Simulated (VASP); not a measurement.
## Rb: single point with LDA

The system is Rb.

```xyz
1
Lattice="-2.2772 2.2772 2.2772 2.2772 -2.2772 2.2772 2.2772 2.2772 -2.2772" Properties=species:S:1:pos:R:3 pbc="T T T"
Rb    0.0000    0.0000    0.0000
```

```
Program             : VASP 6.6.1
Task                : single point
Functional          : LDA
Potentials or basis : VASP PAW LDA potentials, release 64 (Rb_sv)
Cutoff              : 520 eV
k mesh              : 12 × 12 × 12
Occupations         : fermi-dirac, width 0.08 eV
Spin                : no spin polarisation
```

The pressure is 4.2 GPa and the band gap on the k mesh is zero (an odd number of electrons rules out a gap without spin polarisation).

Levels at points of the mesh, in eV from the Fermi level:
| k point | band 1 | band 2 | band 3 | band 4 | band 5 | band 6 | band 7 | band 8 | band 9 |
| --- | --- | --- | --- | --- | --- | --- | --- | --- | --- |
| (0.00, 0.00, 0.00) | -28.78 | -12.62 | -12.62 | -12.62 | -2.91 | 4.02 | 4.02 | 4.02 | 5.65 |
| (0.50, 0.00, 0.00) | -28.70 | -13.37 | -12.84 | -12.63 | -0.23 | 1.87 | 2.32 | 5.64 | 6.67 |
| (0.50, 0.50, 0.50) | -28.65 | -13.11 | -13.11 | -13.11 | 0.38 | 0.38 | 5.62 | 5.62 | 5.62 |

Wall time 25 s on 1 thread of AMD EPYC 7R43 64-Core Processor (Zen 3), on a shared host, peak memory 0.13 GiB.

Caveat: the cell stands under pressure.
